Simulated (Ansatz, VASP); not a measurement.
## One calculation of Te2Mo, two programs

File INCAR:

```
SYSTEM = Te2Mo
ALGO = Normal
EDIFF = 1E-6
ENCUT = 520
GGA = PE
ISIF = 2
ISMEAR = 0
LASPH = .True.
LCHARG = .False.
LREAL = .False.
LWAVE = .False.
NBANDS = 20
NELM = 100
PREC = Accurate
SIGMA = 0.1
```

The input KPOINTS:

```
k-points
0
Gamma
  6 6 2
  0 0 0
```

The input POSCAR:

```
Te2Mo
1.0
    3.0175457400      0.0000000000      0.0000000000
   -1.5087728700      2.6132712700      0.0000000000
    0.0000000000      0.0000000000     14.7312895500
Te Mo
2 1
Direct
    0.3333333300      0.6666666700      0.8968331200
    0.3333333300      0.6666666700      0.1031668800
    0.0000000000      0.0000000000      0.0000000000
```

Input for Ansatz:

```yaml
crystal:
  lattice:
    - [3.01754574, 0.0, 0.0]
    - [-1.50877287, 2.61327127, 0.0]
    - [0.0, 0.0, 14.73128955]
  atoms:
    - { symbol: Te, position: [0.33333333, 0.66666667, 0.89683312] }
    - { symbol: Te, position: [0.33333333, 0.66666667, 0.10316688] }
    - { symbol: Mo, position: [0.0, 0.0, 0.0] }
basis:
  ecutwfc: 420
kpoints:
  mp_grid: { grid: [6, 6, 2] }
hamiltonian:
  xc: pbe
scf:
  occupations: { method: gaussian, width: 0.1 }
  lower_state_search: "off"
output:
  forces: true
  stress: true
  eigenvalues: true
```

Change from the starting cell: species swapped into the Te2W type (P-6m2, No. 187).

Alike in both runs: task single point; functional PBE; k mesh 6 × 6 × 2; occupations gaussian, width 0.1 eV; no spin polarisation.

|  | VASP | Ansatz |
| --- | --- | --- |
| version | VASP 6.6.1 | Ansatz 0.2.0 |
| potentials or method | VASP PAW PBE potentials, release 64 (Te, Mo_sv), cutoff 520 eV | scalar-relativistic, plane waves, PAW |
| valence electrons in the cell | 26 | 46 |

```csv
,VASP,Ansatz,Ansatz less VASP
gap on the k mesh at the Fermi level (eV),0.84,0.89,+0.048
least direct gap on the mesh (eV),1.57,1.60,+0.032
rms of the force components (eV/Å),6.981,6.950,-0.0312
```

Atom by atom the forces differ by 0.031 eV/Å (rms over components). VASP's potentials hold 26 valence electrons a cell and Ansatz's 46, so a difference there can come from the potentials and not from the codes.

Spin-orbit coupling is off throughout.
